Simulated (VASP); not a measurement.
Input of a VASP 6.6.1 run:

File INCAR:

```
SYSTEM = TiC
ALGO = Normal ; EDIFF = 1E-6
ENCUT = 520 ; GGA = PE
ISIF = 2 ; ISMEAR = 0
LASPH = .True. ; LCHARG = .False.
LREAL = .False. ; LWAVE = .False.
NBANDS = 24 ; NELM = 100
PREC = Accurate ; SIGMA = 0.15
```

File KPOINTS:

```
k-points
0
Gamma
  20 20 14
  0 0 0
```

POSCAR

```
TiC
1.0
    0.0000000000     -2.1664615256     -2.1664615256
    0.0000000000      2.1664615256     -2.1664615256
    4.3329230512      0.0000000000      0.0000000000
Ti C
2 2
Direct
    0.4653813377      0.5346186623      0.5000000000
    1.0346186623      0.9653813377      0.0000000000
    0.5057507902      0.4942492098      0.0000000000
   -0.0057507902      0.0057507902      0.5000000000
```

Potentials or basis: VASP PAW PBE potentials, release 64 (Ti_sv, C).

Run with:

```console
$ cat potpaw_PBE.64/Ti_sv/POTCAR potpaw_PBE.64/C/POTCAR > POTCAR
$ mpirun -np 1 vasp_std > vasp.out
```

(1) What does it give for the band gap on the k mesh?

(2) Estimate the pressure.

(3) Predict the largest force.

Results:

(1) zero (band 16 reaches 10.21 eV, above the bottom of band 17 at 8.98 eV).

(2) 3.4 GPa.

(3) 2.297 eV/Å.

Caveat: the cell differs from its parent crystal (mode 4 (285.4 1/cm) frozen in, largest displacement -0.150 Å); forces of over 1 eV/Å act on the atoms, so gaps and moduli don't describe the material at rest.
